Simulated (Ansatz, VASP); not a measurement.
## One calculation of Pb, two programs

```xyz
1
Lattice="0.0000 2.5933 2.5315 2.5933 0.0000 2.5315 2.5933 2.5933 0.0000" Properties=species:S:1:pos:R:3 pbc="T T T"
Pb    0.0000    0.0000    0.0000
```

Change from the starting cell: strain +0.050 along x and y, +0.025 along z, atoms carried along.

Alike in both runs: task single point; functional PBEsol; k mesh 16 × 16 × 16; occupations gaussian, width 0.15 eV; no spin polarisation.

|  | VASP | Ansatz |
| --- | --- | --- |
| version | VASP 6.6.1 | Ansatz 0.2.0 |
| potentials or method | VASP PAW PBE potentials, release 64 (Pb_d), cutoff 520 eV | scalar-relativistic, plane waves, PAW |
| valence electrons in the cell | 14 | 14 |

```tsv
	VASP	Ansatz	Ansatz less VASP
gap on the k mesh at the Fermi level (eV)	none	none	-
pressure (GPa)	-4.5	-4.5	+0.06
traceless stress, the component that is largest in VASP (GPa)	0.21	0.21	0.000
```

VASP's potentials were made for PBE, not for PBEsol. A gap of «none» marks a metal or a gap that the smearing closes.

Spin-orbit coupling is off throughout.
